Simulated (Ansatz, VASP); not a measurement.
# Two plane-wave programs on SnSe

```
Sn Se
1.0
    11.26566    0.00000    0.00000
     0.00000    4.13337    0.00000
     0.00000    0.00000    4.39972
Sn Se
4 4
Direct
  0.87700 0.75000 0.90900
  0.62300 0.25000 0.40900
  0.37700 0.75000 0.59100
  0.12300 0.25000 0.09100
  0.64300 0.75000 0.98400
  0.85700 0.25000 0.48400
  0.14300 0.75000 0.51600
  0.35700 0.25000 0.01600
```

Alike in both runs: task single point; functional PBE exchange alone; k mesh 3 × 6 × 6; occupations fermi-dirac, width 0.05 eV; no spin polarisation.

```csv
,VASP,Ansatz
version,VASP 6.6.1,Ansatz 0.2.0
potentials or method,"VASP PAW PBE potentials, release 64 (Sn_d, Se)",Ansatz PAW
plane-wave cutoff (eV),520,420
valence electrons in the cell,80,120
```

```tsv
	VASP	Ansatz	Ansatz less VASP
gap on the k mesh at the Fermi level (eV)	0.65	0.65	+0.006
least direct gap on the mesh (eV)	0.82	0.83	+0.010
pressure (GPa)	15.7	15.6	-0.09
traceless stress, the component that is largest in VASP (GPa)	2.52	2.49	-0.034
rms of the force components (eV/Å)	0.455	0.442	-0.0134
```

VASP's potentials were made for PBE, not for PBE exchange alone. Atom by atom the forces differ by 0.014 eV/Å (rms over components). VASP's potentials hold 80 valence electrons a cell and Ansatz's 120, so a difference there can come from the potentials and not from the codes.

Noted on Ansatz's run: odd divisions of the mesh miss points on the zone boundary, where band edges often lie, so the gap on the mesh can be too wide.
